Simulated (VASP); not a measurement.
# CeCr2B2C (P4/mmm) in VASP: further runs

Aim: see how the results for CeCr2B2C move with the level of theory and the settings. Levels: revPBE, LDA. Tasks: single point.

Program: VASP 6.6.1. These are calculated values, not measurements. Logs are shortened: lines on timing, memory, paths and dates and some standing lists are left out, and cuts for length are marked.

## Step 1: The cell of the first run

The structure is tetragonal, space group P4/mmm (No. 123). Conventional cell: a = 3.763 Å, b = 3.763 Å, c = 4.956 Å, α = 90.00°, β = 90.00°, γ = 90.00°. Ce (site symmetry 4/mmm) has 2 C at 2.48 Å and 8 B at 2.88 Å and 8 Cr at 3.11 Å within 3.3 Å. Within 3.0 Å of B (site symmetry 4mm) lie 2 B at 2.22 to 2.74 Å and 4 Cr at 2.33 Å and 4 Ce at 2.88 Å and 4 C at 2.99 Å. Cr (site symmetry mmm) has 2 C at 1.88 Å and 4 B at 2.33 Å within 2.5 Å. C (site symmetry 4/mmm) has 4 Cr at 1.88 Å and 2 Ce at 2.48 Å within 2.5 Å.

## Step 2: Single point, revPBE

Contents of INCAR:

```
SYSTEM = CeCr2B2C
PREC = Accurate ; ENCUT = 520
EDIFF = 1E-6 ; ISMEAR = -1
SIGMA = 0.1 ; LREAL = .FALSE.
LASPH = .TRUE. ; NELM = 80
ALGO = Normal ; ISIF = 2
LWAVE = .FALSE. ; LCHARG = .FALSE.
GGA = RE ; NBANDS = 32
```

Contents of KPOINTS:

```
Automatic mesh
0
G
  5 5 4
  0 0 0
```

Contents of POSCAR:

```
CeCr2B2C
1.0
    3.7628760000      0.0000000000      0.0000000000
    0.0000000000      3.7628760000      0.0000000000
    0.0000000000      0.0000000000      4.9562350000
Ce B Cr C
1 2 2 1
Direct
    0.0000000000      0.0000000000      0.0000000000
    0.5000000000      0.5000000000      0.2240000000
    0.5000000000      0.5000000000      0.7760000000
    0.0000000000      0.5000000000      0.5000000000
    0.5000000000      0.0000000000      0.5000000000
    0.0000000000      0.0000000000      0.5000000000
```

Potentials or basis: VASP PAW PBE potentials, release 64 (Ce, B, Cr_pv, C).

On the command line:

```console
cat potpaw_PBE.64/Ce/POTCAR potpaw_PBE.64/B/POTCAR potpaw_PBE.64/Cr_pv/POTCAR potpaw_PBE.64/C/POTCAR > POTCAR
mpirun -np 1 vasp_std > vasp.out
```

OUTCAR:

```text
SYSTEM = CeCr2B2C
   PREC = Accurate
   ENCUT = 520
   EDIFF = 1E-6
   ISMEAR = -1
   LREAL = .FALSE.
   LASPH = .TRUE.
   NELM = 80
   ISIF = 2
   GGA = RE

 ion  position               nearest neighbor table
   1  0.000  0.000  0.000-   6 2.48   6 2.48   4 3.11   4 3.11   5 3.11   5 3.11   4 3.11   4 3.11
                             5 3.11   5 3.11
   2  0.500  0.500  0.224-   4 2.33   5 2.33   5 2.33   4 2.33
   3  0.500  0.500  0.776-   4 2.33   5 2.33   5 2.33   4 2.33
   4  0.000  0.500  0.500-   6 1.88   6 1.88   2 2.33   3 2.33   2 2.33   3 2.33   5 2.66   5 2.66
                             5 2.66   5 2.66   1 3.11   1 3.11   1 3.11   1 3.11
   5  0.500  0.000  0.500-   6 1.88   6 1.88   2 2.33   2 2.33   3 2.33   3 2.33   4 2.66   4 2.66
                             4 2.66   4 2.66   1 3.11   1 3.11   1 3.11   1 3.11
   6  0.000  0.000  0.500-   4 1.88   5 1.88   4 1.88   5 1.88   1 2.48   1 2.48

  LATTYP: Found a simple tetragonal cell.
 ALAT       =     3.7628760000
 C/A-ratio  =     1.3171401343

  Lattice vectors:

 A1 = (   3.7628760000,   0.0000000000,   0.0000000000)
 A2 = (   0.0000000000,   3.7628760000,   0.0000000000)
 A3 = (   0.0000000000,   0.0000000000,   4.9562350000)

Analysis of symmetry for initial positions (statically):
=====================================================================
 Subroutine PRICEL returns:
 Original cell was already a primitive cell.

 Routine SETGRP: Setting up the symmetry group for a
 simple tetragonal supercell.

 Subroutine GETGRP returns: Found 16 space group operations
 (whereof 16 operations were pure point group operations)
 out of a pool of 16 trial point group operations.

The static configuration has the point symmetry D_4h.

Analysis of symmetry for dynamics (positions and initial velocities):
=====================================================================
 Subroutine PRICEL returns:
 Original cell was already a primitive cell.

 Routine SETGRP: Setting up the symmetry group for a
 simple tetragonal supercell.

 Subroutine GETGRP returns: Found 16 space group operations
 (whereof 16 operations were pure point group operations)
 out of a pool of 16 trial point group operations.

The dynamic configuration has the point symmetry D_4h.

 Subroutine INISYM returns: Found 16 space group operations
 (whereof 16 operations are pure point group operations),
 and found     1 'primitive' translations

[... 98 lines left out ...]
   NSW    =      0    number of steps for IOM
   IBRION =     -1    ionic relax: 0-MD 1-quasi-New 2-CG
   NFREE  =      0    steps in history (QN), initial steepest desc. (CG)
   ISIF   =      2    stress and relaxation
   ISYM   =      2    0-nonsym 1-usesym 2-fastsym
   POTIM  = 0.5000    time-step for ionic-motion
   TEBEG  =    0.0;   TEEND  =   0.0 temperature during run
   PSTRESS=    0.0 pullay stress
   NELECT =      46.0000    total number of electrons
   NUPDOWN=      -1.0000    fix difference up-down
   EMIN   =  10.00;   EMAX   =-10.00  energy-range for DOS
   EFERMI =   0.00;   METHOD = LEGACY
   ISMEAR =    -1;   SIGMA  =   0.10  broadening in eV -4-tet -1-fermi 0-gaus
   EFERMI_NEDOS =   21; number of points for ismear=-14 and -15
   IALGO  =     38    algorithm
   IMIX   =      4    mixing-type and parameters
     AMIX     =   0.40;   BMIX     =  1.00
     AMIX_MAG =   1.60;   BMIX_MAG =  1.00
  volume/ion in A,a.u.               =      11.70        78.93
  Fermi-wavevector in a.u.,A,eV,Ry     =   1.422100  2.687380 27.516002  2.022369
  Thomas-Fermi vector in A             =   2.542840
   LORBIT       =      0    0 simple, 1 ext, 2 COOP (PROOUT), +10 PAW based schemes
   GGA     = RE    functional components
   LHFCALC =     F    Hartree Fock is set to
   AEXX    =    0.0000 exact exchange contribution
   IVDW    =     0    specifies the selected vdW correction
   LEPSILON=     F    determine dielectric tensor
   LRPA    =     F    only Hartree local field effects (RPA)
 non-spin polarized calculation
  energy-cutoff  :      520.00
  volume of cell :       70.18
 maximum number of plane-waves:      1910
 NGX is ok and might be reduce to    28
   NGX = 13   NGY = 13   NGZ = 19

 number of electron      45.9999995 magnetization

 Free energy of the ion-electron system (eV)
  ---------------------------------------------------
  ext. energy  EPLUGINS =         0.00000000
  ---------------------------------------------------
  free energy    TOTEN  =       -46.63437054 eV

  energy without entropy =      -46.45479495  energy(sigma->0) =      -46.54458274

 E-fermi :   8.8382     XC(G=0): -12.3471

 val. band max:        8.8363353559   @ k =   0.2000   0.2000   0.0000
 cond. band min:       8.8600047868   @ k =   0.4000   0.2000   0.2500
 fundamental gap:      0.0236694308
 Fermi energy:         8.8382140569

 k-point     1 :       0.0000    0.0000    0.0000
  band No.  band energies     occupation
      1     -34.4347      2.00000
      2     -34.4347      2.00000
      3     -34.1255      2.00000
      4     -34.0499      2.00000
      5     -33.9989      2.00000
      6     -33.9989      2.00000
[... 619 lines left out ...]
     31       9.9219      0.00004
     32      10.0802      0.00001

------------------------ aborting loop because EDIFF is reached ----------------------------------------

  FORCE on cell =-STRESS in cart. coord.  units (eV):
  Direction    XX          YY          ZZ          XY          YZ          ZX
  --------------------------------------------------------------------------------------
  -------------------------------------------------------------------------------------
  Total        1.5317033      1.5317033      1.2937331      0.0000000      0.0000000      0.0000000
  in kB       34.9698306     34.9698306     29.5368086      0.0000000      0.0000000      0.0000000
  external PRESSURE =      33.1588233 kB  Pullay stress =       0.0000000 kB

 VOLUME and BASIS-vectors are now :
 -----------------------------------------------------------------------------
  energy-cutoff  :      520.00
  volume of cell :       70.18
      direct lattice vectors                 reciprocal lattice vectors
     3.762876000  0.000000000  0.000000000     0.265754173  0.000000000  0.000000000
     0.000000000  3.762876000  0.000000000     0.000000000  0.265754173  0.000000000
     0.000000000  0.000000000  4.956235000     0.000000000  0.000000000  0.201766058

 POSITION                                       TOTAL-FORCE (eV/Angst)
 -----------------------------------------------------------------------------------
      0.00000      0.00000      0.00000         0.000000      0.000000      0.000000
      1.88144      1.88144      1.11020        -0.000000      0.000000     -0.330556
      1.88144      1.88144      3.84604         0.000000     -0.000000      0.330556
      0.00000      1.88144      2.47812         0.000000      0.000000      0.000000
      1.88144      0.00000      2.47812         0.000000      0.000000      0.000000
      0.00000      0.00000      2.47812         0.000000      0.000000      0.000000
 -----------------------------------------------------------------------------------
    total drift:                                0.000000      0.000000      0.000000

  FREE ENERGIE OF THE ION-ELECTRON SYSTEM (eV)
  ---------------------------------------------------
  free  energy   TOTEN  =       -46.6343705399 eV

  energy  without entropy=      -46.4547949491  energy(sigma->0) =      -46.54458274
```

OSZICAR:

```text
N       E                     dE             d eps       ncg     rms          rms(c)
[... 14 lines left out ...]
DAV:  15    -0.466385459072E+02    0.32661E-01   -0.10252E-01  1704   0.289E+00    0.771E-01
DAV:  16    -0.466357631009E+02    0.27828E-02   -0.46511E-03  1760   0.461E-01    0.453E-01
DAV:  17    -0.466347783256E+02    0.98478E-03   -0.19909E-03  1840   0.277E-01    0.235E-01
DAV:  18    -0.466344549566E+02    0.32337E-03   -0.29416E-04  1728   0.135E-01    0.114E-01
DAV:  19    -0.466344023709E+02    0.52586E-04   -0.11460E-04  1936   0.697E-02    0.625E-02
DAV:  20    -0.466343744281E+02    0.27943E-04   -0.26267E-05  1720   0.390E-02    0.268E-02
DAV:  21    -0.466343698863E+02    0.45417E-05   -0.22566E-05  1936   0.374E-02    0.998E-03
DAV:  22    -0.466343705399E+02   -0.65355E-06   -0.64913E-06  1584   0.223E-02
   1 F= -.46634371E+02 E0= -.46544583E+02  d E =-.179576E+00
```

Run time: 76 s. Hardware: 1 thread of AMD EPYC 7R43 (Zen 3), shared host; peak memory 0.16 GiB.

What came out:

| Quantity | Value |
| --- | --- |
| Free energy | -46.6344 eV |
| Pressure | 3.3 GPa |
| Largest force | 0.331 eV/Å |
| Band gap on the k mesh | zero (bands 23 and 24 overlap by 0.37 eV) |

Forces in eV/Å, atoms in the order of the input:
```
Ce   0.000  0.000  0.000
B    0.000  0.000 -0.331
B    0.000  0.000  0.331
Cr   0.000  0.000  0.000
Cr   0.000  0.000  0.000
C    0.000  0.000  0.000
```

Levels at points of the mesh, in eV from the Fermi level:
| k point | band 19 | band 20 | band 21 | band 22 | band 23 | band 24 | band 25 | band 26 | band 27 | band 28 |
| --- | --- | --- | --- | --- | --- | --- | --- | --- | --- | --- |
| (0.00, 0.00, 0.00) | -2.20 | -1.39 | -0.78 | -0.17 | 0.22 | 0.22 | 0.28 | 0.28 | 0.62 | 0.86 |
| (0.00, 0.00, 0.50) | -2.39 | -1.33 | -0.33 | -0.08 | -0.08 | 0.05 | 0.80 | 0.93 | 0.93 | 0.99 |

Caveat: the cell stands under pressure; the PAW data sets were made with another functional, which shifts forces and pressure a little; spin-orbit coupling is left out, which moves the levels of the heavy elements; the run has no spin polarisation, though such a crystal can be magnetic; semilocal functionals describe open f shells poorly, which spoils levels, moments and volumes.

## Step 3: Single point, LDA

Contents of INCAR:

```
  PREC = Accurate
  ENCUT = 520
  EDIFF = 1E-6
  ISMEAR = -1
  SIGMA = 0.1
  LREAL = F
  LASPH = T
  NELM = 60
  ALGO = Normal
  ISIF = 2
  LWAVE = F
  LCHARG = F
  GGA = CA
  NBANDS = 32
```

Contents of KPOINTS:

```
Automatic mesh
0
Gamma
  5 5 4
```

POSCAR is that of step 2.

Potentials or basis: VASP PAW LDA potentials, release 64 (Ce, B, Cr_pv, C).

On the command line:

```console
cat potpaw_LDA.64/Ce/POTCAR potpaw_LDA.64/B/POTCAR potpaw_LDA.64/Cr_pv/POTCAR potpaw_LDA.64/C/POTCAR > POTCAR
mpirun -np 1 vasp_std > vasp.out
```

Run time: 1.7 min. Hardware: 1 thread of AMD EPYC 7R43 (Zen 3), shared host; peak memory 0.15 GiB.

The run converged. Its results:

```
Free energy            : -54.1459 eV
Pressure               : -9.3 GPa
Largest force          : 0.099 eV/Å
Band gap on the k mesh : zero (bands 23 and 24 overlap by 0.38 eV)
```

Forces in eV/Å, atoms in the order of the input:
```
Ce   0.000  0.000  0.000
B    0.000  0.000 -0.099
B    0.000  0.000  0.099
Cr   0.000  0.000  0.000
Cr   0.000  0.000  0.000
C    0.000  0.000  0.000
```

Stress tensor (GPa, compression positive):
```
-9.78  0.00  0.00
 0.00 -9.78  0.00
 0.00  0.00 -8.27
```

Levels at points of the mesh, in eV from the Fermi level:
| k point | band 19 | band 20 | band 21 | band 22 | band 23 | band 24 | band 25 | band 26 | band 27 | band 28 |
| --- | --- | --- | --- | --- | --- | --- | --- | --- | --- | --- |
| (0.00, 0.00, 0.00) | -2.12 | -1.38 | -0.75 | -0.14 | 0.22 | 0.22 | 0.26 | 0.26 | 0.61 | 0.88 |
| (0.00, 0.00, 0.50) | -2.42 | -1.28 | -0.33 | -0.10 | -0.10 | 0.05 | 0.82 | 0.89 | 0.89 | 0.93 |

Caveat: the cell stands under tension; spin-orbit coupling is left out, which moves the levels of the heavy elements; the run has no spin polarisation, though such a crystal can be magnetic; semilocal functionals describe open f shells poorly, which spoils levels, moments and volumes. Spin polarisation is off, so any magnetic state and its effect on volume and gap are missing.
